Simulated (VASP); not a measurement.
A run of VASP 6.6.1 is set up as follows.

The input INCAR:

```
PREC = Accurate ; ENCUT = 520
EDIFF = 1E-7 ; ISMEAR = -1
SIGMA = 0.03 ; LREAL = False
LASPH = True ; NELM = 80
ALGO = Normal ; ISIF = 2
LWAVE = False ; LCHARG = True
GGA = PS ; LELF = True
LVHAR = True ; NBANDS = 18
```

The input KPOINTS:

```
Automatic mesh
0
Gamma
  14 14 8
```

File POSCAR:

```
Au
1.0
    2.8419984422      0.0000000000      0.0000000000
   -1.4209992211      2.4612428485      0.0000000000
    0.0000000000      0.0000000000      4.8800000000
Au
2
Direct
    0.3333333333      0.6666666667      0.7500000000
    0.6666666667      0.3333333333      0.2500000000
```

Potentials or basis: VASP PAW PBE potentials, release 64 (Au).

Command:

```bash
$ cat potpaw_PBE.64/Au/POTCAR > POTCAR
$ mpirun -np 1 vasp_std > vasp.out
```

(1) What does it give for the band gap on the k mesh?

(2) What does it give for the pressure?

Answers

(1) zero (band 11 reaches 13.22 eV, above the bottom of band 12 at 6.63 eV).

(2) -0.4 GPa.

Caveat: the cell differs from its parent crystal (equal xx and yy strain of -2 %); the PAW data sets were made with another functional, which shifts forces and pressure a little; spin-orbit coupling is left out, which moves the levels of the heavy elements.
